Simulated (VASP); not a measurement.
Crystal: GeP5.

```
CELL_PARAMETERS angstrom
-2.45041 2.45041 4.61228
2.45041 -2.45041 4.61228
2.45041 2.45041 -4.61228
ATOMIC_POSITIONS crystal
Ge 0.00000 0.00000 0.00000
P 0.37332 0.87332 0.50000
P 0.87332 0.37332 0.50000
P 0.62668 0.12668 0.50000
P 0.12668 0.62668 0.50000
P 0.50000 0.50000 0.00000
```

```yaml
Program: VASP 6.6.1
Task: relaxation of cell and atoms
Functional: PBE
Potentials_or_basis: VASP PAW PBE potentials, release 64 (Ge_d, P)
Cutoff: 600 eV
k_mesh: 6 × 6 × 6
Occupations: gaussian, width 0.1 eV
Spin: no spin polarisation
```

At the start: pressure -0.2 GPa; volume 18.46 Å³/atom.

Where does the relaxation end?

Over 13 steps the energy falls by 44.1 meV/atom and the volume is 18.34 Å³/atom (-0.7 %); space group I4/mmm (No. 139, to 0.05 Å).

The path:
```tsv
step	energy change (eV)	largest force (eV/Å)	pressure (GPa)	volume (Å³)
1	0.0000	0.3416	-0.16	110.78
2	-0.0353	0.3753	-0.45	110.48
3	-0.1344	0.5007	-0.45	109.51
4	-0.2054	0.1418	0.82	107.31
5	-0.2245	0.5266	0.02	108.53
6	-0.2387	0.2259	0.37	107.94
7	-0.2331	0.4324	1.22	108.15
8	-0.2463	0.0309	0.71	108.03
9	-0.2608	0.0488	0.39	109.02
10	-0.2644	0.0655	0.18	109.79
11	-0.2644	0.0662	0.16	109.82
12	-0.2646	0.0266	-0.20	110.19
13	-0.2648	0.0106	-0.01	110.04
```

Final structure:
```yaml
crystal:
  lattice:
    - [-2.38109, 2.38109, 4.85212]
    - [2.38109, -2.38109, 4.85212]
    - [2.38109, 2.38109, -4.85212]
  atoms:
    - { symbol: Ge, position: [0.00000, 0.00000, 0.00000] }
    - { symbol: P, position: [0.35760, 0.85760, 0.50000] }
    - { symbol: P, position: [0.85760, 0.35760, 0.50000] }
    - { symbol: P, position: [0.64240, 0.14240, 0.50000] }
    - { symbol: P, position: [0.14240, 0.64240, 0.50000] }
    - { symbol: P, position: [0.50000, 0.50000, 0.00000] }
```
